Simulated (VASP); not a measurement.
# Cl (P1) in VASP: single point with r2SCAN

Aim: the single point of Cl with r2SCAN.

All numbers are computed with VASP 6.6.1; they aren't measurements. Logs are shortened: lines on timing, memory, paths and dates and some standing lists are left out, and cuts for length are marked.

## (1) The cell of the first run

The typed cell holds 8 atoms: a = 6.632 Å, b = 8.447 Å, c = 4.520 Å, α = 88.53°, β = 89.31°, γ = 87.14°.

## (2) Single point, r2SCAN

File POSCAR:

```
Cl
1.0
   -6.6303293600     -0.1618825900      0.0380904400
   -0.2142867100     -8.4433079900      0.1073140900
   -0.0273465700     -0.0582041700      4.5194942500
Cl
8
Direct
    0.9953510000      0.8949060000      0.1269960000
    0.4815330000      0.8941300000      0.6264300000
    0.9862650000      0.6030400000      0.6259490000
    0.5350490000      0.5916090000      0.1855320000
    0.9986870000      0.0871340000      0.8726380000
    0.4995480000      0.1259910000      0.3694820000
    0.0031860000      0.4025430000      0.3773570000
    0.5105560000      0.4176500000      0.8717040000
```

File INCAR.step1:

```
SYSTEM = Cl
PREC = Accurate
ENCUT = 550
ISMEAR = 1
SIGMA = 0.0242
LREAL = .FALSE.
LASPH = .TRUE.
NELM = 120
NBANDS = 38
GGA = PE
ALGO = Normal
EDIFF = 1E-5
LWAVE = .TRUE.
LCHARG = .FALSE.
GGA_COMPAT = .FALSE.
```

File INCAR.step2:

```
SYSTEM = Cl
PREC = Accurate
ENCUT = 550
EDIFF = 1E-6
ISMEAR = 1
SIGMA = 0.0242
LREAL = .FALSE.
LASPH = .TRUE.
NELM = 120
ALGO = Normal
ISIF = 2
LWAVE = .FALSE.
LCHARG = .FALSE.
METAGGA = R2SCAN
LMIXTAU = .TRUE.
NBANDS = 38
ISTART = 1
GGA_COMPAT = .FALSE.
```

File KPOINTS:

```
Automatic mesh
0
Gamma
  3 2 4
  0.5 0 0
```

Potentials or basis: VASP PAW PBE potentials, release 64 (Cl).

The run is started by

```console
$ cat potpaw_PBE.64/Cl/POTCAR > POTCAR
$ cp INCAR.step1 INCAR
$ mpirun -np 1 vasp_std > vasp.out
$ cp INCAR.step2 INCAR
$ mpirun -np 1 vasp_std > vasp.out
```

OUTCAR:

```text
SYSTEM = Cl
   PREC = Accurate
   ENCUT = 550
   EDIFF = 1E-6
   ISMEAR = 1
   LREAL = .FALSE.
   LASPH = .TRUE.
   NELM = 120
   ISIF = 2
   METAGGA = R2SCAN
   ISTART = 1

 ion  position               nearest neighbor table
   1  0.995  0.895  0.127-   5 1.97
   2  0.482  0.894  0.626-   6 2.26
   3  0.986  0.603  0.626-   7 2.05
   4  0.535  0.592  0.186-   8 2.08
   5  0.999  0.087  0.873-   1 1.97
   6  0.500  0.126  0.369-   2 2.26
   7  0.003  0.403  0.377-   3 2.05
   8  0.511  0.418  0.872-   4 2.08

  LATTYP: Found a triclinic cell.
 ALAT       =     9.4769323334
 B/A-ratio  =     0.8912914252
 C/A-ratio  =     1.1762321514
 COS(alpha) =     0.0087843656
 COS(beta)  =     0.3911787222
 COS(gamma) =     0.8790201593

  Lattice vectors:

 A1 = (  -0.1869401400,  -8.3851038200,  -4.4121801600)
 A2 = (  -0.2142867100,  -8.4433079900,   0.1073140900)
 A3 = (  -6.5756362200,  -0.0454742500,  -9.0008980600)

Analysis of symmetry for initial positions (statically):
=====================================================================
 Subroutine PRICEL returns:
 Original cell was already a primitive cell.

 Routine SETGRP: Setting up the symmetry group for a
 triclinic supercell.

 Subroutine GETGRP returns: Found  1 space group operations
 (whereof  1 operations were pure point group operations)
 out of a pool of  2 trial point group operations.

The static configuration has the point symmetry C_1 .

Analysis of symmetry for dynamics (positions and initial velocities):
=====================================================================
 Subroutine PRICEL returns:
 Original cell was already a primitive cell.

 Routine SETGRP: Setting up the symmetry group for a
 triclinic supercell.

 Subroutine GETGRP returns: Found  1 space group operations
 (whereof  1 operations were pure point group operations)
 out of a pool of  2 trial point group operations.

The dynamic configuration has the point symmetry C_1 .

 Subroutine INISYM returns: Found  1 space group operations
 (whereof  1 operations are pure point group operations),
 and found     1 'primitive' translations

----------------------------------------------------------------------------------------

                                     Primitive cell

  volume of cell :     252.8039

  direct lattice vectors                    reciprocal lattice vectors
    -6.630329360 -0.161882590  0.038090440    -0.150920284  0.003819296 -0.000864002
    -0.214286710 -8.443307990  0.107314090     0.002885282 -0.118529398 -0.001509019
    -0.027346570 -0.058204170  4.519494250     0.001203451  0.002782257  0.221306809

  length of vectors
     6.632414664  8.446708526  4.519951752     0.150971075  0.118574113  0.221327569

  position of ions in fractional coordinates (direct lattice)
     0.995351000  0.894906000  0.126996000
     0.481533000  0.894130000  0.626430000
     0.986265000  0.603040000  0.625949000
     0.535049000  0.591609000  0.185532000
     0.998687000  0.087134000  0.872638000
     0.499548000  0.125991000  0.369482000
     0.003186000  0.402543000  0.377357000
     0.510556000  0.417650000  0.871704000

  ion indices of the primitive-cell ions
   primitive index   ion index
                 1           1
                 2           2
                 3           3
                 4           4
                 5           5
                 6           6
                 7           7
                 8           8

----------------------------------------------------------------------------------------

 KPOINTS: Automatic mesh

Automatic generation of k-mesh.
 Grid dimensions read from file:
 generate k-points for:    3    2    4

 Generating k-lattice:

  Cartesian coordinates                     Fractional coordinates (reciprocal lattice)
    -0.050306761  0.001273099 -0.000288001     0.333333333 -0.000000000 -0.000000000
     0.001442641 -0.059264699 -0.000754510     0.000000000  0.500000000  0.000000000
     0.000300863  0.000695564  0.055326702     0.000000000  0.000000000  0.250000000

  Length of vectors
     0.050323692  0.059287056  0.055331892

  Shift w.r.t. Gamma in fractional coordinates (k-lattice)
     0.500000000  0.000000000  0.000000000

 Subroutine IBZKPT returns following result:
 ===========================================

 Found     14 irreducible k-points:

 Following reciprocal coordinates:
            Coordinates               Weight
  0.166667  0.000000 -0.000000      2.000000
  0.500000  0.000000 -0.000000      1.000000
  0.166667  0.500000  0.000000      2.000000
  0.500000  0.500000 -0.000000      1.000000
  0.166667  0.000000  0.250000      2.000000
  0.500000 -0.000000  0.250000      2.000000
 -0.166667  0.000000  0.250000      2.000000
  0.166667  0.500000  0.250000      2.000000
  0.500000  0.500000  0.250000      2.000000
 -0.166667  0.500000  0.250000      2.000000
  0.166667 -0.000000  0.500000      2.000000
  0.500000 -0.000000  0.500000      1.000000
  0.166667  0.500000  0.500000      2.000000
  0.500000  0.500000  0.500000      1.000000
   k-points           NKPTS =     14   k-points in BZ     NKDIM =     14   number of bands    NBANDS=     38
   number of dos      NEDOS =    301   number of ions     NIONS =      8
   total plane-waves  NPLWV = 136080
   dimension x,y,z NGX =    54 NGY =   70 NGZ =   36
   dimension x,y,z NGXF=   108 NGYF=  140 NGZF=   72
   ions per type =               8
   NGX,Y,Z   is equivalent  to a cutoff of  13.54, 13.78, 13.24 a.u.
   NGXF,Y,Z  is equivalent  to a cutoff of  27.07, 27.55, 26.48 a.u.
 SYSTEM =  Cl
   PREC   = accura    normal or accurate (medium, high low for compatibility)
   ISTART =      1    job   : 0-new  1-cont  2-samecut
   ICHARG =      0    charge: 1-file 2-atom 10-const
   ISPIN  =      1    spin polarized calculation?
   LNONCOLLINEAR =      F non collinear calculations
   LSORBIT =      F    spin-orbit coupling
   LASPH  =      T    aspherical Exc in radial PAW
   ENCUT  =  550.0 eV  40.42 Ry    6.36 a.u.  12.68 16.15  8.64*2*pi/ulx,y,z
   NELM   =    120;   NELMIN=  2; NELMDL=  0     # of ELM steps
   EDIFF  = 0.1E-05   stopping-criterion for ELM
   LREAL  =      F    real-space projection
[... 7 lines left out ...]
   TEBEG  =    0.0;   TEEND  =   0.0 temperature during run
   PSTRESS=    0.0 pullay stress
   NELECT =      56.0000    total number of electrons
   NUPDOWN=      -1.0000    fix difference up-down
   EMIN   =  10.00;   EMAX   =-10.00  energy-range for DOS
   EFERMI =   0.00;   METHOD = LEGACY
   ISMEAR =     1;   SIGMA  =   0.02  broadening in eV -4-tet -1-fermi 0-gaus
   EFERMI_NEDOS =   21; number of points for ismear=-14 and -15
   IALGO  =     38    algorithm
   IMIX   =      4    mixing-type and parameters
     AMIX     =   0.40;   BMIX     =  1.00
     AMIX_MAG =   1.60;   BMIX_MAG =  1.00
  volume/ion in A,a.u.               =      31.60       213.25
  Fermi-wavevector in a.u.,A,eV,Ry     =   0.990550  1.871867 13.349882  0.981189
  Thomas-Fermi vector in A             =   2.122228
   LORBIT       =      0    0 simple, 1 ext, 2 COOP (PROOUT), +10 PAW based schemes
   METAGGA = R2SCAN    functional components
   LHFCALC =     F    Hartree Fock is set to
   AEXX    =    0.0000 exact exchange contribution
   IVDW    =     0    specifies the selected vdW correction
   LEPSILON=     F    determine dielectric tensor
   LRPA    =     F    only Hartree local field effects (RPA)
 non-spin polarized calculation
 Methfessel and Paxton  Order N= 1 SIGMA  =   0.02
  energy-cutoff  :      550.00
  volume of cell :      252.80
 maximum number of plane-waves:      7428
 NGX is ok and might be reduce to    54
   NGX = 25   NGY = 33   NGZ = 17

 number of electron      55.9999998 magnetization

 Free energy of the ion-electron system (eV)
  ---------------------------------------------------
  ext. energy  EPLUGINS =         0.00000000
  ---------------------------------------------------
  free energy    TOTEN  =       -48.50502411 eV

  energy without entropy =      -48.50517946  energy(sigma->0) =      -48.50507589

 E-fermi :  -1.4499     XC(G=0):  -7.7765

 val. band max:       -1.4669170650   @ k =   0.5000   0.5000   0.5000
 cond. band min:      -0.1215986946   @ k =   0.1667   0.5000   0.0000
 fundamental gap:      1.3453183705
 Fermi energy:        -1.4498851667

 k-point     1 :       0.1667    0.0000   -0.0000
  band No.  band energies     occupation
      1     -18.9333      2.00000
      2     -18.4635      2.00000
      3     -18.3014      2.00000
      4     -17.3146      2.00000
      5     -14.9667      2.00000
      6     -14.5667      2.00000
[... 30 lines left out ...]
     37       8.0344      0.00000
     38       8.1415      0.00000

 k-point     2 :       0.5000    0.0000   -0.0000
  band No.  band energies     occupation
      1     -18.9307      2.00000
      2     -18.4248      2.00000
      3     -18.3429      2.00000
      4     -17.3177      2.00000
      5     -14.9607      2.00000
      6     -14.5730      2.00000
[... 30 lines left out ...]
     37       8.1159      0.00000
     38       8.1380      0.00000

 k-point     3 :       0.1667    0.5000    0.0000
  band No.  band energies     occupation
      1     -18.9249      2.00000
      2     -18.4721      2.00000
      3     -18.2999      2.00000
      4     -17.3313      2.00000
      5     -14.8641      2.00000
      6     -14.5673      2.00000
[... 30 lines left out ...]
     37       8.5402      0.00000
     38       8.6683      0.00000

 k-point     4 :       0.5000    0.5000   -0.0000
  band No.  band energies     occupation
      1     -18.9230      2.00000
      2     -18.4341      2.00000
      3     -18.3399      2.00000
      4     -17.3345      2.00000
      5     -14.8632      2.00000
      6     -14.5638      2.00000
[... 30 lines left out ...]
     37       8.5768      0.00000
     38       8.7474      0.00000
[... 293 lines left out ...]
      4     -17.2854      2.00000
      5     -14.9028      2.00000
      6     -14.7294      2.00000
[... 30 lines left out ...]
     37       8.6246      0.00000
     38       8.6692      0.00000

 k-point    13 :       0.1667    0.5000    0.5000
  band No.  band energies     occupation
      1     -18.8826      2.00000
      2     -18.3728      2.00000
      3     -18.2576      2.00000
      4     -17.2863      2.00000
      5     -14.9002      2.00000
      6     -14.7298      2.00000
[... 30 lines left out ...]
     37       8.5769      0.00000
     38       8.7812      0.00000

 k-point    14 :       0.5000    0.5000    0.5000
  band No.  band energies     occupation
      1     -18.8824      2.00000
      2     -18.3717      2.00000
      3     -18.2577      2.00000
      4     -17.2857      2.00000
      5     -14.9014      2.00000
      6     -14.7319      2.00000
[... 30 lines left out ...]
     37       8.6420      0.00000
     38       8.6627      0.00000

------------------------ aborting loop because EDIFF is reached ----------------------------------------

  FORCE on cell =-STRESS in cart. coord.  units (eV):
  Direction    XX          YY          ZZ          XY          YZ          ZX
  --------------------------------------------------------------------------------------
  -------------------------------------------------------------------------------------
  Total       -0.3535064     -7.7965558     -3.8719158     -0.7260245      0.4125265     -0.0240921
  in kB       -2.2403924    -49.4116786    -24.5387661     -4.6012742      2.6144397     -0.1526869
  external PRESSURE =     -25.3969457 kB  Pullay stress =       0.0000000 kB

 VOLUME and BASIS-vectors are now :
 -----------------------------------------------------------------------------
  energy-cutoff  :      550.00
  volume of cell :      252.80
      direct lattice vectors                 reciprocal lattice vectors
    -6.630329360 -0.161882590  0.038090440    -0.150920284  0.003819296 -0.000864002
    -0.214286710 -8.443307990  0.107314090     0.002885282 -0.118529398 -0.001509019
    -0.027346570 -0.058204170  4.519494250     0.001203451  0.002782257  0.221306809

 POSITION                                       TOTAL-FORCE (eV/Angst)
 -----------------------------------------------------------------------------------
     -6.79474     -7.72449      0.70791         0.008242      0.443788      0.194069
     -3.40145     -7.66383      2.94544        -0.265710     -2.163168     -1.163369
     -6.68560     -5.28774      2.93125        -0.070401      0.779967     -0.557198
     -3.67940     -5.09255      0.92238         0.277655      0.681661     -1.176303
     -6.66416     -0.94816      3.99127         0.017639     -0.491052     -0.212742
     -3.34927     -1.16615      1.70242         0.204563      2.154716      1.136580
     -0.11770     -3.42127      1.74878        -0.024349     -0.750355      0.595430
     -3.49849     -3.65973      4.00393        -0.147639     -0.655557      1.183533
 -----------------------------------------------------------------------------------
    total drift:                               -0.000321      0.000180      0.001023

  FREE ENERGIE OF THE ION-ELECTRON SYSTEM (eV)
  ---------------------------------------------------
  free  energy   TOTEN  =       -48.5050241051 eV

  energy  without entropy=      -48.5051794647  energy(sigma->0) =      -48.50507589
```

Wall time 19 min (1 thread of Intel Xeon 8259CL, shared host); peak memory 0.39 GiB.

What came out:

* Free energy: -48.5050 eV
* Pressure: -2.5 GPa
* Largest force: 2.470 eV/Å
* Band gap on the k mesh: 1.35 eV (least direct gap 1.41 eV)

Forces in eV/Å, atoms in the order of the input:
```
Cl   0.008  0.444  0.194
Cl  -0.266 -2.163 -1.163
Cl  -0.070  0.780 -0.557
Cl   0.278  0.682 -1.176
Cl   0.018 -0.491 -0.213
Cl   0.205  2.155  1.137
Cl  -0.024 -0.750  0.595
Cl  -0.148 -0.656  1.184
```

Stress tensor (GPa, compression positive):
```
-0.22 -0.46 -0.02
-0.46 -4.94  0.26
-0.02  0.26 -2.45
```

Levels at points of the mesh, in eV from the valence-band top:
```tsv
k point	band 25	band 26	band 27	band 28	band 29	band 30	band 31	band 32
(0.50, 0.00, 0.00)	-0.55	-0.42	-0.36	-0.09	1.41	2.45	2.63	3.57
(0.50, 0.50, 0.00)	-0.59	-0.41	-0.37	-0.15	1.36	2.42	2.65	3.47
(0.50, 0.00, 0.50)	-0.40	-0.31	-0.21	-0.14	1.50	2.60	2.81	3.62
(0.50, 0.50, 0.50)	-0.25	-0.20	-0.09	0.00	1.41	2.54	2.71	3.55
```

Caveat: the PAW data sets were made with another functional, which shifts forces and pressure a little; a shifted mesh leaves out Γ, where band edges can lie.
